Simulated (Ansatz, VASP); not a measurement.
## Zr in VASP and in Ansatz

INCAR

```
SYSTEM = Zr
PREC = Accurate ; ENCUT = 520
EDIFF = 1E-7 ; ISMEAR = -1
SIGMA = 0.08 ; LREAL = .False.
LASPH = .True. ; NELM = 100
ALGO = Normal ; ISIF = 2
LWAVE = .False. ; LCHARG = .False.
GGA = PS ; NBANDS = 12
```

KPOINTS

```
Automatic mesh
0
Gamma
  14 14 14
  0 0 0
```

File POSCAR:

```
Zr
1.0
   -1.7730508568      1.7730508568      1.7730508568
    1.7730508568     -1.7730508568      1.7730508568
    1.7730508568      1.7730508568     -1.7730508568
Zr
1
Direct
    0.0000000000      0.0000000000      0.0000000000
```

Input for Ansatz:

```yaml
crystal:
  lattice:
    - [-1.7730508568, 1.7730508568, 1.7730508568]
    - [1.7730508568, -1.7730508568, 1.7730508568]
    - [1.7730508568, 1.7730508568, -1.7730508568]
  atoms:
    - { symbol: Zr, position: [0.0, 0.0, 0.0] }
kpoints:
  mp_grid: { grid: [14, 14, 14] }
  band_path:
    path:
      - [0.0, 0.0, 0.0]
      - [0.5, -0.5, 0.5]
      - [0.0, 0.0, 0.5]
      - [0.0, 0.0, 0.0]
      - [0.25, 0.25, 0.25]
      - [0.5, -0.5, 0.5]
      - [0.25, 0.25, 0.25]
      - [0.0, 0.0, 0.5]
    npoints: 5
scf:
  occupations: { method: fermi_dirac, width: 0.08 }
hamiltonian:
  xc: pbesol
  pseudopotentials: { kind: all_electron, lapw: { basis_error: 0.0005 } }
output:
  forces: true
  stress: true
  eigenvalues: true
```

Change from the starting cell: volume scaled by 0.94.

Alike in both runs: task single point; functional PBEsol; k mesh 14 × 14 × 14; occupations fermi-dirac, width 0.08 eV; no spin polarisation.

```csv
,VASP,Ansatz
version,VASP 6.6.1,Ansatz 0.2.0
potentials or method,"VASP PAW PBE potentials, release 64 (Zr_sv), cutoff 520 eV","all-electron LAPW, scalar-relativistic"
```

|  | VASP | Ansatz | Ansatz less VASP |
| --- | --- | --- | --- |
| pressure (GPa) | -1.8 | -1.8 | -0.05 |

VASP's potentials were made for PBE, not for PBEsol. Ansatz ran all-electron here, and VASP with PAW potentials.
